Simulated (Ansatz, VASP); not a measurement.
## Two plane-wave programs on Sr

```
Sr
1.0
     0.00000    2.90289    2.90289
     2.90289    0.00000    2.90289
     2.90289    2.90289    0.00000
Sr
1
Direct
  0.00000 0.00000 0.00000
```

Alike in both runs: task single point; functional LDA; k mesh 9 × 9 × 9; no spin polarisation.

```csv
,VASP,Ansatz
version,VASP 6.6.1,Ansatz 0.2.0
potentials or method,"VASP PAW LDA potentials, release 64 (Sr_sv), cutoff 500 eV","plane waves (420 eV) with PAW, scalar-relativistic"
occupations,"methfessel-paxton of order 1, width 0.3 eV","cold, width 0.3 eV"
valence electrons in the cell,10,10
```

```csv
,VASP,Ansatz,Ansatz less VASP
pressure (GPa),-0.1,-0.1,0.00
```

Ansatz warns that its potentials were made for another functional, while VASP's fit it. LDA's correlation is that of Perdew and Zunger in VASP and of Perdew and Wang (1992) in Ansatz.
